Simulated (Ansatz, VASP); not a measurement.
## MgO: VASP beside Ansatz

```
Mg O
1.0
     1.46886    2.54414    2.67979
    -1.46886   -2.54414    2.67979
     4.40659   -2.54414    0.00000
Mg O
4 4
Cartesian
  0.0000 0.0000 2.6798
  1.4689 -2.5441 2.6798
  2.9377 0.0000 2.6798
  0.0000 0.0000 0.0000
  1.6689 -0.8480 4.0197
  2.9377 -3.3922 4.0197
  2.9377 -3.3922 1.3399
  1.4689 -0.8480 1.3399
```

Alike in both runs: task single point; functional PBE; k mesh 6 × 6 × 6; occupations gaussian, width 0.05 eV; no spin polarisation.

|  | VASP | Ansatz |
| --- | --- | --- |
| version | VASP 6.6.1 | Ansatz 0.2.0 |
| potentials or method | VASP PAW PBE potentials, release 64 (Mg, O), cutoff 520 eV | scalar-relativistic, plane waves, PAW |
| valence electrons in the cell | 32 | 64 |

Ansatz gave:

- gap on the k mesh at the Fermi level (eV): 3.00
- least direct gap on the mesh (eV): 3.04
- pressure (GPa): 0.8
- traceless stress, the component that is largest in VASP (GPa): 0.48
- rms of the force components (eV/Å): 0.400

Problem. Estimate VASP's values.

Solution. gap on the k mesh at the Fermi level (eV): 2.97; least direct gap on the mesh (eV): 3.02; pressure (GPa): 0.1; traceless stress, the component that is largest in VASP (GPa): 0.51; rms of the force components (eV/Å): 0.403.

Atom by atom the forces differ by 0.004 eV/Å (rms over components). With one functional, cell and mesh, what is left measures potentials, basis and numerics. VASP's potentials hold 32 valence electrons a cell and Ansatz's 64, so a difference there can come from the potentials and not from the codes.
